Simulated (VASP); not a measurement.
Wanted: the native input for a VASP 6.6.1 run.

```yaml
Task: electric field gradients
Functional: r2SCAN
Potentials_or_basis: VASP PAW PBE potentials, release 64 (Os_sv_GW)
Cutoff: 460 eV
k_mesh: 13 × 13 × 7
Occupations: fermi-dirac, width 0.05 eV
Spin: no spin polarisation
Dipole_correction: no
Second_run: valence_matched
Further_INCAR_settings: ALGO = Normal; EDIFF = 1e-08; NBANDS = 23
```

Crystal: Os.

```xyz
2
Lattice="2.7341 0.0000 0.0000 -1.3671 2.3678 0.0000 0.0000 0.0000 4.3197" Properties=species:S:1:pos:R:3 pbc="T T T"
Os    0.0000    1.5785    1.0799
Os    1.3671    0.7893    3.2398
```

One way to write it, as run:

POSCAR

```
Os
1.0
    2.7341000000      0.0000000000      0.0000000000
   -1.3670500000      2.3678000565      0.0000000000
    0.0000000000      0.0000000000      4.3197000000
Os
2
Direct
    0.3333333333      0.6666666667      0.2500000000
    0.6666666667      0.3333333333      0.7500000000
```

INCAR.step1

```
SYSTEM = Os
ALGO = Normal
EDIFF = 1E-5
ENCUT = 460
GGA = PE
GGA_COMPAT = .False.
ISMEAR = -1
LASPH = .True.
LCHARG = .False.
LREAL = .False.
LWAVE = .True.
NBANDS = 23
NELM = 120
PREC = Accurate
SIGMA = 0.05
```

INCAR.step2

```
SYSTEM = Os
ALGO = Normal
EDIFF = 1E-8
ENCUT = 460
GGA_COMPAT = .False.
ISIF = 2
ISMEAR = -1
ISTART = 1
LASPH = .True.
LCHARG = .False.
LEFG = .True.
LMIXTAU = .True.
LREAL = .False.
LWAVE = .False.
METAGGA = R2SCAN
NBANDS = 23
NELM = 120
PREC = Accurate
SIGMA = 0.05
```

KPOINTS

```
k-points
0
Gamma
  13 13 7
  0 0 0
```

Potentials or basis: VASP PAW PBE potentials, release 64 (Os_sv_GW).

Launch:

```console
$ cat potpaw_PBE.64/Os_sv_GW/POTCAR > POTCAR
$ cp INCAR.step1 INCAR
$ mpirun -np 1 vasp_std > vasp.out
$ cp INCAR.step2 INCAR
$ mpirun -np 1 vasp_std > vasp.out
```

It gave:

The pressure is -1.8 GPa. The band gap on the k mesh is zero (band 16 reaches 15.78 eV, above the bottom of band 17 at 11.79 eV).

Caveat: without QUAD_EFG the Cq values of the log hold for a quadrupole moment of 1 mb, not for the nuclei; the PAW data sets were made with another functional, which shifts forces and pressure a little; spin-orbit coupling is left out, which moves the levels of the heavy elements.

Run time: 2.4 min on 1 thread of Intel(R) Xeon(R) Platinum 8375C CPU @ 2.90GHz (Ice Lake), with other jobs on the host, peak memory 0.17 GiB.
